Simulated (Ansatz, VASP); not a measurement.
One calculation of Tl, two programs

```
Tl
1.0
     3.59028    0.00000    0.00000
    -1.79514    3.10928    0.00000
     0.00000    0.00000    5.64194
Tl
2
Direct
  0.33333 0.66667 0.25000
  0.66667 0.33333 0.75000
```

Alike in both runs: functional PBE; k mesh 11 × 11 × 6; occupations fermi-dirac, width 0.1 eV; no spin polarisation.

Ansatz relaxed the structure, and its values are those at the end. VASP's run is a single point on that final structure, the one shown.

|  | VASP | Ansatz |
| --- | --- | --- |
| version | VASP 6.6.1 | Ansatz 0.2.0 |
| potentials or method | VASP PAW PBE potentials, release 64 (Tl_d), cutoff 520 eV | plane waves (420 eV) with PAW, scalar-relativistic |
| valence electrons in the cell | 26 | 26 |

VASP gave:

| Quantity | Value |
| --- | --- |
| pressure (GPa) | -0.1 |

Problem. What did Ansatz give for the same quantities?

Solution. Pressure (GPa): 0.0.

Spin-orbit coupling is off throughout.
